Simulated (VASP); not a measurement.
Here is a VASP 6.6.1 calculation.

INCAR

```
SYSTEM = Si2Ni
ALGO = Normal ; EDIFF = 1E-7
ENCUT = 520 ; GGA = PE
ISIF = 2 ; ISMEAR = -1
LASPH = .True. ; LCHARG = .False.
LREAL = .False. ; LWAVE = .False.
NBANDS = 16 ; NELM = 100
PREC = Accurate ; SIGMA = 0.05
```

File KPOINTS:

```
k-points
0
Gamma
  10 10 10
  0 0 0
```

POSCAR

```
Si2Ni
1.0
    0.0000000000      2.3211432314      2.3211432314
    2.3211432314      0.0000000000      2.3211432314
    2.3211432314      2.3211432314      0.0000000000
Ni Si
1 2
Direct
    0.0000000000      0.0000000000      0.0000000000
    0.2500000000      0.2500000000      0.2500000000
    0.7500000000      0.7500000000      0.7500000000
```

Potentials or basis: VASP PAW PBE potentials, release 64 (Ni, Si).

Command:

```console
$ cat potpaw_PBE.64/Ni/POTCAR potpaw_PBE.64/Si/POTCAR > POTCAR
$ mpirun -np 1 vasp_std > vasp.out
```

Estimate the band gap on the k mesh.

zero (band 9 reaches 19.95 eV, above the bottom of band 10 at 18.92 eV).

What does it give for the pressure?

204.9 GPa.

 Spin polarisation is off, so any magnetic state and its effect on volume and gap are missing.
